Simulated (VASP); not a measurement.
Runs of VASP 6.6.1 on BeTe. The structure is that of space group F-43m (No. 216), or close to it. The cells are those of the table. 

```csv
task,cell,k mesh,smearing,gap on the mesh (eV),pressure (GPa)
single point,"a = 3.963 Å, angles 60.0°, 2 atoms",8 × 8 × 8,gaussian 0.02 eV,1.82,0.2
single point,"a = 3.981 Å, angles 60.0°, 2 atoms",6 × 6 × 6,gaussian 0.1 eV,1.85,-0.5
single point,"a = 3.963 Å, angles 60.0°, 2 atoms",8 × 8 × 8,gaussian 0.01 eV,1.82,0.2
relaxation of cell and atoms,"relaxed from a = 3.981 Å, angles 60.0°, 2 atoms",8 × 8 × 8,gaussian 0.02 eV,(a),0.0
```

Alike in all rows: level PBEsol; potentials or basis VASP PAW PBE potentials, release 64 (Be, Te); no spin polarisation; cutoff (eV) 600.

Estimate the missing entries.

(a) 1.83.

Caveats: the PAW data sets were made with another functional, which shifts forces and pressure a little; spin-orbit coupling is left out, which moves the levels of the heavy elements.

A k mesh can miss the band edges, and the runs leave out spin-orbit coupling on Te.
